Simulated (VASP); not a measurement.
# Ge (P6_3/mmc) in VASP: a series of runs

Ge is run at these levels: r2SCAN; tasks: single point.

All numbers are computed with VASP 6.6.1; they aren't measurements. Logs are shortened: lines on timing, memory, paths and dates and some standing lists are left out, and cuts for length are marked.

## (1) The cell of the first run

Symmetry: P6_3/mmc, No. 194, hexagonal system. The conventional cell has a = 3.971 Å, b = 3.971 Å, c = 6.555 Å, α = 90.00°, β = 90.00°, γ = 120.00°. Within 3.2 Å of Ge (site symmetry 3m) lie 4 Ge at 2.44 to 2.45 Å.

## (2) Single point, r2SCAN

Input file POSCAR:

```
Ge
1.0
    3.9707555995      0.0000000000      0.0000000000
   -1.9853777998      3.4387752215      0.0000000000
    0.0000000000      0.0000000000      6.5550854883
Ge
4
Direct
    0.3333333333      0.6666666667      0.9370987500
    0.6666666667      0.3333333333      0.4370987500
    0.3333333333      0.6666666667      0.5629012500
    0.6666666667      0.3333333333      0.0629012500
```

Input file INCAR.step1:

```
  PREC = Accurate
  ENCUT = 520
  ISMEAR = -1
  SIGMA = 0.05
  LREAL = F
  LASPH = T
  NELM = 80
  NBANDS = 36
  GGA = PE
  ALGO = Normal
  EDIFF = 1E-4
  LWAVE = T
  LCHARG = F
```

Input file INCAR.step2:

```
  PREC = Accurate
  ENCUT = 520
  EDIFF = 1E-6
  ISMEAR = -1
  SIGMA = 0.05
  LREAL = F
  LASPH = T
  NELM = 80
  ALGO = Normal
  ISIF = 2
  LWAVE = F
  LCHARG = F
  METAGGA = R2SCAN
  LMIXTAU = T
  NBANDS = 36
  ISTART = 1
```

Input file KPOINTS:

```
regular mesh
0
Gamma
  8 8 4
```

Potentials or basis: VASP PAW PBE potentials, release 64 (Ge_d).

The run is started by

```sh
$ cat potpaw_PBE.64/Ge_d/POTCAR > POTCAR
$ cp INCAR.step1 INCAR
$ mpirun -np 1 vasp_std > vasp.out
$ cp INCAR.step2 INCAR
$ mpirun -np 1 vasp_std > vasp.out
```

OUTCAR:

```text
PREC = Accurate
   ENCUT = 520
   EDIFF = 1E-6
   ISMEAR = -1
   LREAL = F
   LASPH = T
   NELM = 80
   ISIF = 2
   METAGGA = R2SCAN
   ISTART = 1

 ion  position               nearest neighbor table
   1  0.333  0.667  0.937-   4 2.44   4 2.44   4 2.44   3 2.45
   2  0.667  0.333  0.437-   3 2.44   3 2.44   3 2.44   4 2.45
   3  0.333  0.667  0.563-   2 2.44   2 2.44   2 2.44   1 2.45
   4  0.667  0.333  0.063-   1 2.44   1 2.44   1 2.44   2 2.45

  LATTYP: Found a hexagonal cell.
 ALAT       =     3.9707555995
 C/A-ratio  =     1.6508408347

  Lattice vectors:

 A1 = (   3.9707555995,   0.0000000000,   0.0000000000)
 A2 = (  -1.9853777998,   3.4387752215,   0.0000000000)
 A3 = (   0.0000000000,   0.0000000000,   6.5550854883)

Analysis of symmetry for initial positions (statically):
=====================================================================
 Subroutine PRICEL returns:
 Original cell was already a primitive cell.

 Routine SETGRP: Setting up the symmetry group for a
 hexagonal supercell.

 Subroutine GETGRP returns: Found 24 space group operations
 (whereof 12 operations were pure point group operations)
 out of a pool of 24 trial point group operations.

The static configuration has the point symmetry D_3d.
 The point group associated with its full space group is D_6h.

Analysis of symmetry for dynamics (positions and initial velocities):
=====================================================================
 Subroutine PRICEL returns:
 Original cell was already a primitive cell.

 Routine SETGRP: Setting up the symmetry group for a
 hexagonal supercell.

 Subroutine GETGRP returns: Found 24 space group operations
 (whereof 12 operations were pure point group operations)
 out of a pool of 24 trial point group operations.

The dynamic configuration has the point symmetry D_3d.
 The point group associated with its full space group is D_6h.

 Subroutine INISYM returns: Found 24 space group operations
 (whereof 12 operations are pure point group operations),
 and found     1 'primitive' translations

----------------------------------------------------------------------------------------

                                     Primitive cell
[... 84 lines left out ...]
   NGXF,Y,Z  is equivalent  to a cutoff of  25.12, 25.12, 25.36 a.u.
 SYSTEM =  unknown system
   PREC   = accura    normal or accurate (medium, high low for compatibility)
   ISTART =      1    job   : 0-new  1-cont  2-samecut
   ICHARG =      0    charge: 1-file 2-atom 10-const
   ISPIN  =      1    spin polarized calculation?
   LNONCOLLINEAR =      F non collinear calculations
   LSORBIT =      F    spin-orbit coupling
   LASPH  =      T    aspherical Exc in radial PAW
   ENCUT  =  520.0 eV  38.22 Ry    6.18 a.u.   7.38  7.38 12.19*2*pi/ulx,y,z
   NELM   =     80;   NELMIN=  2; NELMDL=  0     # of ELM steps
   EDIFF  = 0.1E-05   stopping-criterion for ELM
   LREAL  =      F    real-space projection
   EDIFFG = 0.1E-04   stopping-criterion for IOM
   NSW    =      0    number of steps for IOM
   IBRION =     -1    ionic relax: 0-MD 1-quasi-New 2-CG
   NFREE  =      0    steps in history (QN), initial steepest desc. (CG)
   ISIF   =      2    stress and relaxation
   ISYM   =      2    0-nonsym 1-usesym 2-fastsym
   POTIM  = 0.5000    time-step for ionic-motion
   TEBEG  =    0.0;   TEEND  =   0.0 temperature during run
   PSTRESS=    0.0 pullay stress
   NELECT =      56.0000    total number of electrons
   NUPDOWN=      -1.0000    fix difference up-down
   EMIN   =  10.00;   EMAX   =-10.00  energy-range for DOS
   EFERMI =   0.00;   METHOD = LEGACY
   ISMEAR =    -1;   SIGMA  =   0.05  broadening in eV -4-tet -1-fermi 0-gaus
   EFERMI_NEDOS =   21; number of points for ismear=-14 and -15
   IALGO  =     38    algorithm
   IMIX   =      4    mixing-type and parameters
     AMIX     =   0.40;   BMIX     =  1.00
     AMIX_MAG =   1.60;   BMIX_MAG =  1.00
  volume/ion in A,a.u.               =      22.38       151.01
  Fermi-wavevector in a.u.,A,eV,Ry     =   1.400186  2.645968 26.674506  1.960521
  Thomas-Fermi vector in A             =   2.523171
   LORBIT       =      0    0 simple, 1 ext, 2 COOP (PROOUT), +10 PAW based schemes
   METAGGA = R2SCAN    functional components
   LHFCALC =     F    Hartree Fock is set to
   AEXX    =    0.0000 exact exchange contribution
   IVDW    =     0    specifies the selected vdW correction
   LEPSILON=     F    determine dielectric tensor
   LRPA    =     F    only Hartree local field effects (RPA)
 non-spin polarized calculation
  energy-cutoff  :      520.00
  volume of cell :       89.51
 maximum number of plane-waves:      2448
 NGX is ok and might be reduce to    30
   NGX = 15   NGY = 15   NGZ = 25

 number of electron      56.0000047 magnetization

 Free energy of the ion-electron system (eV)
  ---------------------------------------------------
  ext. energy  EPLUGINS =         0.00000000
  ---------------------------------------------------
  free energy    TOTEN  =       -55.40255003 eV

  energy without entropy =      -55.40189971  energy(sigma->0) =      -55.40222487

 E-fermi :   5.1807     XC(G=0): -10.8757

 val. band max:        5.1008056571   @ k =   0.0000   0.0000   0.0000
 cond. band min:       5.2184667191   @ k =   0.0000   0.0000   0.0000
 fundamental gap:      0.1176610620
 Fermi energy:         5.1807384824

 k-point     1 :       0.0000    0.0000    0.0000
  band No.  band energies     occupation
      1     -20.6348      2.00000
      2     -20.6348      2.00000
      3     -20.5935      2.00000
      4     -20.5923      2.00000
      5     -20.5923      2.00000
      6     -20.5798      2.00000
[... 925 lines left out ...]
     35      13.0454      0.00000
     36      13.0454      0.00000

 [... further k-points ...]
[... 5 lines left out ...]
  --------------------------------------------------------------------------------------
  -------------------------------------------------------------------------------------
  Total        0.8345115      0.8345115      0.8405120     -0.0000000     -0.0000000     -0.0000000
  in kB       14.9378337     14.9378337     15.0452433     -0.0000000     -0.0000000     -0.0000000
  external PRESSURE =      14.9736369 kB  Pullay stress =       0.0000000 kB

 VOLUME and BASIS-vectors are now :
 -----------------------------------------------------------------------------
  energy-cutoff  :      520.00
  volume of cell :       89.51
      direct lattice vectors                 reciprocal lattice vectors
     3.970755599  0.000000000  0.000000000     0.251841236  0.145400606  0.000000000
    -1.985377800  3.438775221  0.000000000     0.000000000  0.290801211  0.000000000
     0.000000000  0.000000000  6.555085488     0.000000000  0.000000000  0.152553312

 POSITION                                       TOTAL-FORCE (eV/Angst)
 -----------------------------------------------------------------------------------
     -0.00000      2.29252      6.14276         0.000000      0.000000     -0.015741
      1.98538      1.14626      2.86522         0.000000     -0.000000     -0.015741
     -0.00000      2.29252      3.68987        -0.000000      0.000000      0.015741
      1.98538      1.14626      0.41232        -0.000000      0.000000      0.015741
 -----------------------------------------------------------------------------------
    total drift:                               -0.000000      0.000000     -0.000000

  FREE ENERGIE OF THE ION-ELECTRON SYSTEM (eV)
  ---------------------------------------------------
  free  energy   TOTEN  =       -55.4025500253 eV

  energy  without entropy=      -55.4018997080  energy(sigma->0) =      -55.40222487
```

OUTCAR.step1:

```text
PREC = Accurate
   ENCUT = 520
   ISMEAR = -1
   LREAL = F
   LASPH = T
[... 1166 lines left out ...]
     -0.00000      2.29252      6.14276        -0.000000     -0.000000     -0.016192
      1.98538      1.14626      2.86522         0.000000     -0.000000     -0.016192
     -0.00000      2.29252      3.68987        -0.000000      0.000000      0.016192
      1.98538      1.14626      0.41232         0.000000      0.000000      0.016192
 -----------------------------------------------------------------------------------
    total drift:                               -0.000000      0.000000     -0.000000

  FREE ENERGIE OF THE ION-ELECTRON SYSTEM (eV)
  ---------------------------------------------------
  free  energy   TOTEN  =       -17.9183399477 eV

  energy  without entropy=      -17.9171367241  energy(sigma->0) =      -17.91773834
```

OSZICAR.step1:

```text
N       E                     dE             d eps       ncg     rms          rms(c)
DAV:   1     0.491018417368E+03    0.49102E+03   -0.28517E+04  2544   0.432E+03
DAV:   2     0.667296922792E+02   -0.42429E+03   -0.41294E+03  2160   0.797E+02
DAV:   3    -0.134863718078E+02   -0.80216E+02   -0.79226E+02  2336   0.205E+02
DAV:   4    -0.180150583664E+02   -0.45287E+01   -0.45118E+01  2540   0.571E+01
DAV:   5    -0.181045091120E+02   -0.89451E-01   -0.89430E-01  2412   0.891E+00    0.463E+00
DAV:   6    -0.179805585739E+02    0.12395E+00   -0.67002E-02  2420   0.196E+00    0.273E+00
DAV:   7    -0.179139982868E+02    0.66560E-01   -0.10894E-01  2356   0.225E+00    0.195E-01
DAV:   8    -0.179174878375E+02   -0.34896E-02   -0.12582E-02  2400   0.984E-01    0.875E-02
DAV:   9    -0.179183011612E+02   -0.81332E-03   -0.85702E-04  1856   0.128E-01    0.214E-02
DAV:  10    -0.179183399477E+02   -0.38787E-04   -0.73366E-05  1820   0.934E-02
   1 F= -.17918340E+02 E0= -.17917738E+02  d E =-.120322E-02
```

It took 3.6 min on 1 thread of Intel Xeon Platinum 8559C (Emerald Rapids), shared host; peak memory 0.24 GiB.

Results:

| Quantity | Value |
| --- | --- |
| Free energy | -55.4026 eV |
| Pressure | 1.5 GPa |
| Largest force | 0.016 eV/Å |
| Band gap on the k mesh | 0.12 eV, direct |

Forces in eV/Å, atoms in the order of the input:
```
Ge   0.000  0.000 -0.016
Ge   0.000  0.000 -0.016
Ge   0.000  0.000  0.016
Ge   0.000  0.000  0.016
```

Caveat: the PAW data sets were made with another functional, which shifts forces and pressure a little.

## (3) Single point, r2SCAN

This run uses another cell than the first one, of 23.29 Å³/atom, 1.041 times its volume.

Input file POSCAR:

```
Ge
1.0
    4.0240606931      0.0000000000      0.0000000000
   -2.0120303466      3.4849387866      0.0000000000
    0.0000000000      0.0000000000      6.6430837134
Ge
4
Direct
    0.3333333333      0.6666666667      0.9370987500
    0.6666666667      0.3333333333      0.4370987500
    0.3333333333      0.6666666667      0.5629012500
    0.6666666667      0.3333333333      0.0629012500
```

Input file INCAR.step1:

```
ALGO = Normal ; EDIFF = 1E-4
ENCUT = 520 ; GGA = PE
ISMEAR = -1 ; LASPH = T
LCHARG = F ; LREAL = F
LWAVE = T ; NBANDS = 36
NELM = 60 ; PREC = Accurate
SIGMA = 0.05
```

Input file INCAR.step2:

```
ALGO = Normal ; EDIFF = 1E-6
ENCUT = 520 ; ISIF = 2
ISMEAR = -1 ; ISTART = 1
LASPH = T ; LCHARG = F
LMIXTAU = T ; LREAL = F
LWAVE = F ; METAGGA = R2SCAN
NBANDS = 36 ; NELM = 60
PREC = Accurate ; SIGMA = 0.05
```

Input file KPOINTS:

```
k-points
0
Gamma
  8 8 4
```

Potentials or basis: VASP PAW PBE potentials, release 64 (Ge_d).

The run is started by

```sh
$ cat potpaw_PBE.64/Ge_d/POTCAR > POTCAR
$ cp INCAR.step1 INCAR
$ mpirun -np 1 vasp_std > vasp.out
$ cp INCAR.step2 INCAR
$ mpirun -np 1 vasp_std > vasp.out
```

Run time: 4 min. Hardware: 1 thread of Intel Xeon Platinum 8559C (Emerald Rapids), shared host; peak memory 0.24 GiB.

Results (log left out):

- Free energy: -55.4052 eV
- Pressure: -1.3 GPa
- Largest force: 0.007 eV/Å

Forces in eV/Å, atoms in the order of the input:
```
Ge   0.000  0.000 -0.007
Ge   0.000  0.000 -0.007
Ge   0.000  0.000  0.007
Ge   0.000  0.000  0.007
```

Levels at points of the mesh, in eV from the Fermi level:
| k point | band 26 | band 27 | band 28 | band 29 | band 30 | band 31 |
| --- | --- | --- | --- | --- | --- | --- |
| (0.00, 0.00, 0.00) | -0.30 | -0.02 | -0.02 | 0.00 | 0.04 | 2.29 |
| (0.50, 0.00, 0.00) | -3.28 | -2.95 | -1.62 | 0.64 | 1.75 | 3.70 |
| (0.00, 0.00, 0.50) | -1.01 | -1.01 | -1.01 | 0.77 | 0.77 | 3.44 |
| (0.50, 0.00, 0.50) | -2.73 | -2.60 | -2.60 | 0.60 | 0.60 | 2.27 |

Caveat: the PAW data sets were made with another functional, which shifts forces and pressure a little.
